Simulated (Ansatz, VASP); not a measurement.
MgO in VASP and in Ansatz

```
CELL_PARAMETERS angstrom
0.00000 1.88852 1.88852
1.88852 0.00000 1.88852
1.88852 1.88852 0.00000
ATOMIC_POSITIONS crystal
Mg 0.00000 0.00000 0.00000
O 0.50000 0.50000 0.50000
```

Alike in both runs: task single point; functional PBEsol; k mesh 10 × 10 × 10; occupations gaussian, width 0.05 eV; no spin polarisation.

```csv
,VASP,Ansatz
version,VASP 6.6.1,Ansatz 0.2.0
potentials or method,"VASP PAW PBE potentials, release 64 (Mg, O), cutoff 520 eV","scalar-relativistic, plane waves, PAW"
valence electrons in the cell,8,16
```

|  | VASP | Ansatz | Ansatz less VASP |
| --- | --- | --- | --- |
| gap on the k mesh at the Fermi level (eV) | 8.52 | 8.48 | -0.030 |
| least direct gap on the mesh (eV) | 8.52 | 8.48 | -0.030 |

VASP's potentials were made for PBE, not for PBEsol. VASP's potentials hold 8 valence electrons a cell and Ansatz's 16, so a difference there can come from the potentials and not from the codes.
